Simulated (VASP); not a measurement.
Wanted: the native input for a VASP 6.6.1 run.

```yaml
Task: single point
Functional: PBE
Potentials_or_basis: VASP PAW PBE potentials, release 64 (Rb_sv, Os)
Cutoff: 520 eV
k_mesh: 4 × 4 × 4
Occupations: gaussian, width 0.1 eV
Spin: no spin polarisation
Dipole_correction: no
Further_INCAR_settings: ALGO = Fast; EDIFF = 1e-06; NBANDS = 25
```

The structure of RbOs lies in POSCAR:

```
RbOs
1.0
    0.0000000000      3.5797356207      3.5797356207
    3.5797356207      0.0000000000      3.5797356207
    3.5797356207      3.5797356207      0.0000000000
Rb Os
2 2
Direct
    0.5000000000      0.5000000000      0.5000000000
    0.7500000000      0.7500000000      0.7500000000
    0.0000000000      0.0000000000      0.0000000000
    0.2500000000      0.2500000000      0.2500000000
```

One way to write it, as run:

INCAR

```
PREC     = Accurate       # precision mode
ENCUT    = 520            # plane-wave cutoff, eV
EDIFF    = 1E-6           # SCF threshold, eV
ISMEAR   = 0              # smearing method
SIGMA    = 0.1            # smearing width, eV
LREAL    = False          # projectors in reciprocal space
LASPH    = True           # aspherical terms in the spheres
NELM     = 60             # most SCF steps
ALGO     = Fast           # electronic algorithm
ISIF     = 2              # what is computed and relaxed
LWAVE    = False          # write WAVECAR
LCHARG   = True           # write CHGCAR
GGA      = PE             # functional
LELF     = True           # ELF
LVHAR    = True         
NBANDS   = 25             # bands
```

KPOINTS

```
Automatic mesh
0
Gamma
  4 4 4
```

Potentials or basis: VASP PAW PBE potentials, release 64 (Rb_sv, Os).

Run with:

```sh
$ cat potpaw_PBE.64/Rb_sv/POTCAR potpaw_PBE.64/Os/POTCAR > POTCAR
$ mpirun -np 1 vasp_std > vasp.out
```

Results of the run:

```
Pressure               : 0.2 GPa
Band gap on the k mesh : zero (bands 17 and 18 overlap by 0.41 eV)
```

Caveat: the k points lie up to 0.38 Å⁻¹ apart; spin-orbit coupling is left out, which moves the levels of the heavy elements.

It took 17 s on 1 thread of Intel(R) Xeon(R) 6975P-C (Granite Rapids), with other jobs on the host, peak memory 0.23 GiB.
